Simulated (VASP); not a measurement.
# Mg (Fd-3m) in VASP: further runs

Runs on Mg. Level: BLYP. Tasks: single point.

All numbers are computed with VASP 6.6.1; they aren't measurements. Logs are shortened: lines on timing, memory, paths and dates and some standing lists are left out, and cuts for length are marked.

### 1 The cell of the first run

The structure is cubic, space group Fd-3m (No. 227). Conventional cell: a = 7.229 Å, b = 7.229 Å, c = 7.229 Å, α = 90.00°, β = 90.00°, γ = 90.00°. Mg (site symmetry -43m) has 4 Mg at 3.13 Å within 4.1 Å.

This isn't the form of Mg at room conditions, which is hcp.

### 2 Single point, BLYP (47.22 Å³/atom)

The input, INCAR:

```
PREC     = Accurate       # precision mode
ENCUT    = 520            # plane-wave cutoff, eV
EDIFF    = 1E-6           # SCF threshold, eV
ISMEAR   = -1             # smearing method
SIGMA    = 0.1            # smearing width, eV
LREAL    = F              # projectors in reciprocal space
LASPH    = T              # aspherical terms in the spheres
NELM     = 60             # most SCF steps
ALGO     = Normal         # electronic algorithm
ISIF     = 2              # what is computed and relaxed
LWAVE    = F              # write WAVECAR
LCHARG   = T              # write CHGCAR
GGA      = B5             # functional
ALDAX    = 1.0          
AGGAX    = 1.0          
AGGAC    = 1.0          
ALDAC    = 0.0          
LELF     = T              # ELF
LVHAR    = T            
NBANDS   = 9              # bands
```

The input, KPOINTS:

```
regular mesh
0
Gamma
  9 9 9
```

The input, POSCAR:

```
Mg
1.0
    0.0000000000      3.6145447534      3.6145447534
    3.6145447534      0.0000000000      3.6145447534
    3.6145447534      3.6145447534      0.0000000000
Mg
2
Direct
    0.1250000000      0.1250000000      0.1250000000
    0.8750000000      0.8750000000      0.8750000000
```

Potentials or basis: VASP PAW PBE potentials, release 64 (Mg).

On the command line:

```
> cat potpaw_PBE.64/Mg/POTCAR > POTCAR
> mpirun -np 1 vasp_std > vasp.out
```

OUTCAR:

```text
PREC = Accurate
   ENCUT = 520
   EDIFF = 1E-6
   ISMEAR = -1
   LREAL = F
   LASPH = T
   NELM = 60
   ISIF = 2
   GGA = B5

 ion  position               nearest neighbor table
   1  0.125  0.125  0.125-   2 3.13   2 3.13   2 3.13   2 3.13
   2  0.875  0.875  0.875-   1 3.13   1 3.13   1 3.13   1 3.13

  LATTYP: Found a face centered cubic cell.
 ALAT       =     7.2290895068

  Lattice vectors:

 A1 = (   0.0000000000,   3.6145447534,   3.6145447534)
 A2 = (   3.6145447534,   0.0000000000,   3.6145447534)
 A3 = (   3.6145447534,   3.6145447534,   0.0000000000)

Analysis of symmetry for initial positions (statically):
=====================================================================
 Subroutine PRICEL returns:
 Original cell was already a primitive cell.

 Routine SETGRP: Setting up the symmetry group for a
 face centered cubic supercell.

 Subroutine GETGRP returns: Found 48 space group operations
 (whereof 12 operations were pure point group operations)
 out of a pool of 48 trial point group operations.

The static configuration has the point symmetry D_3d.
 The point group associated with its full space group is O_h .

Analysis of symmetry for dynamics (positions and initial velocities):
=====================================================================
 Subroutine PRICEL returns:
 Original cell was already a primitive cell.

 Routine SETGRP: Setting up the symmetry group for a
 face centered cubic supercell.

 Subroutine GETGRP returns: Found 48 space group operations
 (whereof 12 operations were pure point group operations)
 out of a pool of 48 trial point group operations.

The dynamic configuration has the point symmetry D_3d.
 The point group associated with its full space group is O_h .

 Subroutine INISYM returns: Found 48 space group operations
 (whereof 12 operations are pure point group operations),
 and found     1 'primitive' translations

----------------------------------------------------------------------------------------

                                     Primitive cell

  volume of cell :      94.4476

  direct lattice vectors                    reciprocal lattice vectors
     0.000000000  3.614544753  3.614544753    -0.138330007  0.138330007  0.138330007
     3.614544753  0.000000000  3.614544753     0.138330007 -0.138330007  0.138330007
     3.614544753  3.614544753  0.000000000     0.138330007  0.138330007 -0.138330007

  length of vectors
     5.111738212  5.111738212  5.111738212     0.239594600  0.239594600  0.239594600

  position of ions in fractional coordinates (direct lattice)
     0.125000000  0.125000000  0.125000000
     0.875000000  0.875000000  0.875000000

  ion indices of the primitive-cell ions
   primitive index   ion index
                 1           1
                 2           2

----------------------------------------------------------------------------------------

 KPOINTS: regular mesh

Automatic generation of k-mesh.
 Grid dimensions read from file:
 generate k-points for:    9    9    9

 Generating k-lattice:

  Cartesian coordinates                     Fractional coordinates (reciprocal lattice)
    -0.015370001  0.015370001  0.015370001     0.111111111  0.000000000  0.000000000
     0.015370001 -0.015370001  0.015370001     0.000000000  0.111111111  0.000000000
     0.015370001  0.015370001 -0.015370001     0.000000000  0.000000000  0.111111111

  Length of vectors
     0.026621622  0.026621622  0.026621622

  Shift w.r.t. Gamma in fractional coordinates (k-lattice)
     0.000000000  0.000000000  0.000000000

 Subroutine IBZKPT returns following result:
 ===========================================

 Found     35 irreducible k-points:

 Following reciprocal coordinates:
            Coordinates               Weight
  0.000000  0.000000  0.000000      1.000000
  0.111111  0.000000  0.000000      8.000000
  0.222222  0.000000  0.000000      8.000000
  0.333333  0.000000  0.000000      8.000000
  0.444444  0.000000  0.000000      8.000000
  0.111111  0.111111  0.000000      6.000000
[... 16 lines left out ...]
 -0.333333  0.333333  0.000000     12.000000
  0.444444  0.444444  0.000000      6.000000
 [... further k-points ...]
   k-points           NKPTS =     35   k-points in BZ     NKDIM =     35   number of bands    NBANDS=      9
   number of dos      NEDOS =    301   number of ions     NIONS =      2
   total plane-waves  NPLWV =  64000
   dimension x,y,z NGX =    40 NGY =   40 NGZ =   40
   dimension x,y,z NGXF=    80 NGYF=   80 NGZF=   80
   ions per type =               2
   NGX,Y,Z   is equivalent  to a cutoff of  13.01, 13.01, 13.01 a.u.
   NGXF,Y,Z  is equivalent  to a cutoff of  26.02, 26.02, 26.02 a.u.
 SYSTEM =  unknown system
   PREC   = accura    normal or accurate (medium, high low for compatibility)
   ISTART =      0    job   : 0-new  1-cont  2-samecut
   ICHARG =      2    charge: 1-file 2-atom 10-const
   ISPIN  =      1    spin polarized calculation?
   LNONCOLLINEAR =      F non collinear calculations
   LSORBIT =      F    spin-orbit coupling
   LASPH  =      T    aspherical Exc in radial PAW
   ENCUT  =  520.0 eV  38.22 Ry    6.18 a.u.   9.50  9.50  9.50*2*pi/ulx,y,z
   NELM   =     60;   NELMIN=  2; NELMDL= -5     # of ELM steps
   EDIFF  = 0.1E-05   stopping-criterion for ELM
   LREAL  =      F    real-space projection
   EDIFFG = 0.1E-04   stopping-criterion for IOM
   NSW    =      0    number of steps for IOM
   IBRION =     -1    ionic relax: 0-MD 1-quasi-New 2-CG
   NFREE  =      0    steps in history (QN), initial steepest desc. (CG)
   ISIF   =      2    stress and relaxation
   ISYM   =      2    0-nonsym 1-usesym 2-fastsym
   POTIM  = 0.5000    time-step for ionic-motion
   TEBEG  =    0.0;   TEEND  =   0.0 temperature during run
   PSTRESS=    0.0 pullay stress
   NELECT =       4.0000    total number of electrons
   NUPDOWN=      -1.0000    fix difference up-down
   EMIN   =  10.00;   EMAX   =-10.00  energy-range for DOS
   EFERMI =   0.00;   METHOD = LEGACY
   ISMEAR =    -1;   SIGMA  =   0.10  broadening in eV -4-tet -1-fermi 0-gaus
   EFERMI_NEDOS =   21; number of points for ismear=-14 and -15
   IALGO  =     38    algorithm
   IMIX   =      4    mixing-type and parameters
     AMIX     =   0.40;   BMIX     =  1.00
     AMIX_MAG =   1.60;   BMIX_MAG =  1.00
  volume/ion in A,a.u.               =      47.22       318.68
  Fermi-wavevector in a.u.,A,eV,Ry     =   0.570643  1.078359  4.430513  0.325634
  Thomas-Fermi vector in A             =   1.610780
   LORBIT       =      0    0 simple, 1 ext, 2 COOP (PROOUT), +10 PAW based schemes
   GGA     = B5    functional components
   LHFCALC =     F    Hartree Fock is set to
   AEXX    =    0.0000 exact exchange contribution
   IVDW    =     0    specifies the selected vdW correction
   LEPSILON=     F    determine dielectric tensor
   LRPA    =     F    only Hartree local field effects (RPA)
 non-spin polarized calculation
  energy-cutoff  :      520.00
  volume of cell :       94.45
 maximum number of plane-waves:      2637
 NGX is ok and might be reduce to    40
   NGX = 19   NGY = 19   NGZ = 19

 number of electron       4.0000000 magnetization

 Free energy of the ion-electron system (eV)
  ---------------------------------------------------
  ext. energy  EPLUGINS =         0.00000000
  ---------------------------------------------------
  free energy    TOTEN  =        -0.59685062 eV

  energy without entropy =       -0.54568294  energy(sigma->0) =       -0.57126678

 E-fermi :   0.2008     XC(G=0):  -5.6220

 val. band max:        0.1734199269   @ k =  -0.4444   0.3333   0.0000
 cond. band min:       0.2145126424   @ k =  -0.2222   0.3333   0.1111
 fundamental gap:      0.0410927156
 Fermi energy:         0.2008418544

 k-point     1 :       0.0000    0.0000    0.0000
  band No.  band energies     occupation
      1      -4.4255      2.00000
      2       2.8659      0.00000
      3       2.8659      0.00000
      4       2.8659      0.00000
      5       4.0400      0.00000
      6       4.0400      0.00000
      7       4.0400      0.00000
      8       4.4352      0.00000
      9       6.5562      0.00000

 k-point     2 :       0.1111    0.0000    0.0000
  band No.  band energies     occupation
      1      -4.3297      2.00000
      2       1.9410      0.00000
      3       2.6952      0.00000
      4       2.6952      0.00000
      5       3.9803      0.00000
      6       4.2790      0.00000
      7       4.2790      0.00000
      8       5.2059      0.00000
      9       6.5574      0.00000

 k-point     3 :       0.2222    0.0000    0.0000
  band No.  band energies     occupation
      1      -4.0475      2.00000
      2       0.6435      0.02363
      3       2.4219      0.00000
      4       2.4219      0.00000
      5       3.6837      0.00000
      6       4.5717      0.00000
      7       4.5717      0.00000
      8       6.3860      0.00000
      9       6.4131      0.00000

 k-point     4 :       0.3333    0.0000    0.0000
  band No.  band energies     occupation
      1      -3.6041      2.00000
      2      -0.5225      1.99856
      3       2.2194      0.00000
      4       2.2194      0.00000
      5       3.4428      0.00000
      6       4.5039      0.00000
      7       4.5039      0.00000
      8       6.7470      0.00000
      9       7.0348      0.00000

 k-point     5 :       0.4444    0.0000    0.0000
  band No.  band energies     occupation
      1      -3.1214      2.00000
      2      -1.3746      2.00000
      3       2.1181      0.00000
      4       2.1181      0.00000
      5       3.3174      0.00000
      6       4.3622      0.00000
      7       4.3622      0.00000
      8       6.5192      0.00000
      9       8.1430      0.00000

 k-point     6 :       0.1111    0.1111    0.0000
  band No.  band energies     occupation
      1      -4.2975      2.00000
      2       2.1223      0.00000
      3       2.3788      0.00000
      4       2.3788      0.00000
      5       3.6908      0.00000
      6       4.6886      0.00000
      7       4.6886      0.00000
      8       5.0607      0.00000
      9       6.1067      0.00000
[... 169 lines left out ...]
 k-point    21 :       0.4444    0.3333    0.0000
  band No.  band energies     occupation
      1      -2.8491      2.00000
      2      -0.8886      1.99996
      3       0.7708      0.00667
      4       1.1888      0.00010
      5       2.8526      0.00000
      6       3.4925      0.00000
      7       7.0614      0.00000
      8       7.0993      0.00000
      9       9.0351      0.00000

 k-point    22 :      -0.4444    0.3333    0.0000
  band No.  band energies     occupation
      1      -2.3632      2.00000
      2      -1.4364      2.00000
      3       0.1734      1.13626
      4       1.2597      0.00005
      5       2.9414      0.00000
      6       4.5348      0.00000
      7       6.7675      0.00000
      8       6.9224      0.00000
      9       8.0111      0.00000

 k-point    23 :      -0.3333    0.3333    0.0000
  band No.  band energies     occupation
      1      -2.4633      2.00000
      2      -1.3273      2.00000
      3      -0.0590      1.86156
      4       1.4873      0.00001
      5       3.1901      0.00000
      6       5.8413      0.00000
      7       6.3648      0.00000
      8       6.7464      0.00000
      9       6.8192      0.00000

 k-point    24 :       0.4444    0.4444    0.0000
  band No.  band energies     occupation
      1      -2.4455      2.00000
      2      -1.4123      2.00000
      3       1.0477      0.00042
      4       1.0477      0.00042
      5       2.6030      0.00000
      6       2.8017      0.00000
      7       8.2172      0.00000
      8       8.2172      0.00000
      9       9.0807      0.00000

 [... further k-points ...]
[... 5 lines left out ...]
  --------------------------------------------------------------------------------------
  -------------------------------------------------------------------------------------
  Total       -0.1395017     -0.1395017     -0.1395017      0.0000000      0.0000000     -0.0000000
  in kB       -2.3664612     -2.3664612     -2.3664612      0.0000000      0.0000000     -0.0000000
  external PRESSURE =      -2.3664612 kB  Pullay stress =       0.0000000 kB

 VOLUME and BASIS-vectors are now :
 -----------------------------------------------------------------------------
  energy-cutoff  :      520.00
  volume of cell :       94.45
      direct lattice vectors                 reciprocal lattice vectors
     0.000000000  3.614544753  3.614544753    -0.138330007  0.138330007  0.138330007
     3.614544753  0.000000000  3.614544753     0.138330007 -0.138330007  0.138330007
     3.614544753  3.614544753  0.000000000     0.138330007  0.138330007 -0.138330007

 POSITION                                       TOTAL-FORCE (eV/Angst)
 -----------------------------------------------------------------------------------
      0.90364      0.90364      0.90364        -0.000000      0.000000      0.000000
      6.32545      6.32545      6.32545         0.000000     -0.000000     -0.000000
 -----------------------------------------------------------------------------------
    total drift:                               -0.000000     -0.000000     -0.000000

  FREE ENERGIE OF THE ION-ELECTRON SYSTEM (eV)
  ---------------------------------------------------
  free  energy   TOTEN  =        -0.5968506197 eV

  energy  without entropy=       -0.5456829394  energy(sigma->0) =       -0.57126678
```

It took 53 s on 1 thread of Intel Xeon 8259CL, shared host; peak memory 0.24 GiB.

What came out:

| Quantity | Value |
| --- | --- |
| Free energy | -0.5969 eV |
| Pressure | -0.2 GPa |
| Band gap on the k mesh | zero (bands 2 and 3 overlap by 2.92 eV) |

Levels at points of the mesh, in eV from the Fermi level:
```tsv
k point	band 1	band 2	band 3	band 4	band 5	band 6
(0.00, 0.00, 0.00)	-4.63	2.67	2.67	2.67	3.84	3.84
```

Caveat: the PAW data sets were made with another functional, which shifts forces and pressure a little.

### 3 Single point, BLYP (49.04 Å³/atom)

This run uses another cell than the first one, of 49.04 Å³/atom.

The input, INCAR:

```
AGGAC = 1.0
AGGAX = 1.0
ALDAC = 0.0
ALDAX = 1.0
ALGO = Normal
EDIFF = 1E-6
ENCUT = 520
GGA = B5
ISIF = 2
ISMEAR = -1
LASPH = True
LCHARG = False
LREAL = False
LWAVE = False
NBANDS = 9
NELM = 60
PREC = Accurate
SIGMA = 0.1
```

The input, KPOINTS:

```
k-points
0
Gamma
  9 9 9
```

The input, POSCAR:

```
Mg
1.0
    0.0000000000      3.6603033421      3.6603033421
    3.6603033421      0.0000000000      3.6603033421
    3.6603033421      3.6603033421      0.0000000000
Mg
2
Direct
    0.1250000000      0.1250000000      0.1250000000
    0.8750000000      0.8750000000      0.8750000000
```

Potentials or basis: VASP PAW PBE potentials, release 64 (Mg).

On the command line:

```
> cat potpaw_PBE.64/Mg/POTCAR > POTCAR
> mpirun -np 1 vasp_std > vasp.out
```

Run time: 59 s. Hardware: 1 thread of Intel Xeon 8259CL, shared host; peak memory 0.23 GiB.

It converged, with:

| Quantity | Value |
| --- | --- |
| Free energy | -0.5894 eV |
| Pressure | -0.4 GPa |
| Band gap on the k mesh | zero (bands 2 and 3 overlap by 2.82 eV) |

Levels at points of the mesh, in eV from the Fermi level:
```csv
k point,band 1,band 2,band 3,band 4,band 5
"(0.00, 0.00, 0.00)",-4.54,2.58,2.58,2.58,3.75
```

Caveat: the PAW data sets were made with another functional, which shifts forces and pressure a little.

The gap in the log of VASP goes by the Fermi energy; the results here count the filled bands.